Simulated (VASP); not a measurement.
## Hf: relaxation of cell and atoms with LDA

The system is Hf.

```
Hf
1.0
     5.17609    0.00000    0.00000
    -2.58805    4.48263    0.00000
     0.00000    0.00000    8.56215
Hf
4
Direct
  0.33333 0.66667 0.06303
  0.66667 0.33333 0.56303
  0.33333 0.66667 0.43697
  0.66667 0.33333 0.93697
```

```yaml
Program: VASP 6.6.1
Task: relaxation of cell and atoms
Functional: LDA
Potentials_or_basis: VASP PAW LDA potentials, release 64 (Hf_pv)
Cutoff: 600 eV
k_mesh: 6 × 6 × 4
Occupations: gaussian, width 0.1 eV
Spin: no spin polarisation
Dipole_correction: no
Further_INCAR_settings: ALGO = Fast; EDIFF = 1e-06; IBRION = 2; EDIFFG = -0.05; NSW = 80; ISIF = 3
```

```
Relaxed volume                        : 28.14 Å³/atom
Relaxed cell                          : a = 4.896 Å, b = 4.896 Å, c = 5.424 Å, α = 90.00°, β = 90.00°, γ = 120.00°
Space group after relaxing (to 0.1 Å) : P6/mmm (No. 191)
Pressure after relaxing               : 0.1 GPa
Largest force after relaxing          : 0.017 eV/Å
Band gap on the k mesh                : zero (bands 20 and 21 overlap by 0.85 eV)
```

Forces on the atoms (eV/Å):
```
Hf   0.000  0.000  0.017
Hf   0.000  0.000  0.017
Hf   0.000  0.000 -0.017
Hf   0.000  0.000 -0.017
```

Stress tensor (GPa, compression positive):
```
0.04 0.00 0.00
0.00 0.04 0.00
0.00 0.00 0.15
```

Final structure:
```yaml
crystal:
  lattice:
    - [4.89551, 0.00000, 0.00000]
    - [-2.44776, 4.23964, 0.00000]
    - [0.00000, 0.00000, 5.42371]
  atoms:
    - { symbol: Hf, position: [0.33333, 0.66667, 0.99989] }
    - { symbol: Hf, position: [0.66667, 0.33333, 0.49989] }
    - { symbol: Hf, position: [0.33333, 0.66667, 0.50011] }
    - { symbol: Hf, position: [0.66667, 0.33333, 0.00011] }
```

Levels at points of the mesh, in eV from the Fermi level:
| k point | band 16 | band 17 | band 18 | band 19 | band 20 | band 21 | band 22 | band 23 | band 24 |
| --- | --- | --- | --- | --- | --- | --- | --- | --- | --- |
| (0.00, 0.00, 0.00) | -1.71 | -1.48 | -1.13 | 0.12 | 0.12 | 0.66 | 0.66 | 1.32 | 1.32 |
| (0.50, 0.00, 0.00) | -1.99 | -1.65 | -0.67 | -0.43 | -0.12 | -0.05 | 0.06 | 0.19 | 1.02 |
| (0.00, 0.00, 0.50) | -0.29 | -0.29 | -0.29 | 0.70 | 0.70 | 0.70 | 0.70 | 0.73 | 0.73 |
| (0.50, 0.00, 0.50) | -1.58 | -0.87 | -0.87 | -0.62 | -0.62 | 0.33 | 0.33 | 1.25 | 1.25 |

Wall time 63 min on 1 thread of Intel(R) Xeon(R) 6975P-C (Granite Rapids), on a shared host, peak memory 0.35 GiB.

Caveat: the volume moved by over 15 % at a fixed basis, so the end points are rough; spin-orbit coupling is left out, which moves the levels of the heavy elements.
